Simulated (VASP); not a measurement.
A run of VASP 6.6.1:

The input INCAR:

```
  PREC = Accurate
  ENCUT = 700
  EDIFF = 1E-6
  ISMEAR = -1
  SIGMA = 0.05
  LREAL = Auto
  LASPH = T
  NELM = 120
  ALGO = Normal
  ISIF = 2
  LWAVE = F
  LCHARG = F
  GGA = B5
  ALDAX = 1.0
  AGGAX = 1.0
  AGGAC = 1.0
  ALDAC = 0.0
  NBANDS = 100
  GGA_COMPAT = F
```

Contents of KPOINTS:

```
Automatic mesh
0
Gamma
  5 5 2
```

Contents of POSCAR:

```
Ta3AsAu2O13
1.0
    6.8674323118     -1.9391007401     -0.0025429990
    6.8674323118      1.9391007401     -0.0025429990
   -1.7025370902      0.0000000000     10.5082262368
Ta As Au O
3 1 2 13
Direct
    0.2999903175      0.2999903175      0.6340786271
    0.3595390110      0.3595390110      0.0041944367
    0.6411831009      0.6411831009      0.9962801958
    0.6995993140      0.6995993140      0.3577643327
    0.6014570988      0.6014570988      0.6310550380
    0.3998625106      0.3998625106      0.3648905480
    0.3444912535      0.3444912535      0.8074326053
    0.4155714402      0.4155714402      0.5550956162
    0.7836277440      0.7836277440      0.6048182433
    0.6574235935      0.6574235935      0.1982132041
    0.5899857475      0.5899857475      0.4341280127
    0.2183458363      0.2183458363      0.4098089940
    0.6163375971      0.6163375971      0.8216547181
    0.1454064229      0.1454064229      0.6412351277
    0.3833339382      0.3833339382      0.1785216560
    0.8426890227      0.8426890227      0.3587081694
    0.5009390070      0.5009390070      0.0017409463
    0.8137225241      0.8137225241      0.9930871145
    0.1865145204      0.1865145204      0.0072824141
```

Potentials or basis: VASP PAW PBE potentials, release 64 (Ta_sv_GW, As_d, Au_sv_GW, O).

Launch:

```bash
$ cat potpaw_PBE.64/Ta_sv_GW/POTCAR potpaw_PBE.64/As_d/POTCAR potpaw_PBE.64/Au_sv_GW/POTCAR potpaw_PBE.64/O/POTCAR > POTCAR
$ mpirun -np 1 vasp_std > vasp.out
```

Hardware: 1 thread of Intel(R) Xeon(R) Platinum 8488C (Sapphire Rapids) (shared host).

Estimate the wall time of this run.

It took 71 min on 1 thread of Intel(R) Xeon(R) Platinum 8488C (Sapphire Rapids), on a shared host, peak memory 1.1 GiB. Counts: scf iterations 23, k points 18.
